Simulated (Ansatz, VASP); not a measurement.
**One calculation of Ti, two programs**

Contents of INCAR:

```
SYSTEM = Ti
PREC = Accurate
ENCUT = 520
EDIFF = 1E-7
ISMEAR = -1
SIGMA = 0.08
LREAL = .False.
LASPH = .True.
NELM = 100
ALGO = Normal
ISIF = 2
LWAVE = .False.
LCHARG = .False.
GGA = PS
NBANDS = 19
```

Contents of KPOINTS:

```
Automatic mesh
0
Gamma
  13 13 7
  0 0 0
```

The input POSCAR:

```
Ti
1.0
    2.9499978604      0.0294999786      0.0294999786
   -1.4494511993      2.5400230989      0.0107977416
    0.0468600000      0.0468600000      4.6860000000
Ti
2
Direct
    0.3333333333      0.6666666667      0.2500000000
    0.6666666667      0.3333333333      0.7500000000
```

Input for Ansatz:

```yaml
crystal:
  lattice:
    - [2.9499978604, 0.0294999786, 0.0294999786]
    - [-1.4494511993, 2.5400230989, 0.0107977416]
    - [0.04686, 0.04686, 4.686]
  atoms:
    - { symbol: Ti, position: [0.3333333333, 0.6666666667, 0.25] }
    - { symbol: Ti, position: [0.6666666667, 0.3333333333, 0.75] }
kpoints:
  mp_grid: { grid: [13, 13, 7] }
  band_path:
    path:
      - [0.0, 0.0, 0.0]
      - [0.0, -0.5, 0.0]
      - [0.0, 0.0, 0.5]
      - [0.0, 0.0, 0.0]
      - [-0.5, 0.0, 0.0]
      - [-0.5, 0.5, -0.5]
      - [0.0, 0.0, 0.0]
      - [-0.5, 0.0, -0.5]
      - [-0.5, 0.5, 0.0]
    npoints: 5
scf:
  occupations: { method: fermi_dirac, width: 0.08 }
hamiltonian:
  xc: pbesol
  pseudopotentials: { kind: all_electron, lapw: { basis_error: 0.0005 } }
output:
  forces: true
  stress: true
  eigenvalues: true
```

Change from the starting cell: equal xy, yz and zx shear strains of +2 %.

Alike in both runs: task single point; functional PBEsol; k mesh 13 × 13 × 7; occupations fermi-dirac, width 0.08 eV; no spin polarisation.

|  | VASP | Ansatz |
| --- | --- | --- |
| version | VASP 6.6.1 | Ansatz 0.2.0 |
| potentials or method | VASP PAW PBE potentials, release 64 (Ti_sv), cutoff 520 eV | all-electron LAPW, scalar-relativistic |

VASP gave:

- pressure (GPa): -6.0
- traceless stress, the component that is largest in VASP (GPa): -1.14
- rms of the force components (eV/Å): 0.029

Problem. Estimate Ansatz's values.

Solution. Pressure (GPa): -5.8; traceless stress, the component that is largest in VASP (GPa): -1.15; rms of the force components (eV/Å): 0.029.

VASP's potentials were made for PBE, not for PBEsol. Atom by atom the forces differ by 0.001 eV/Å (rms over components). Ansatz ran all-electron here, and VASP with PAW potentials.
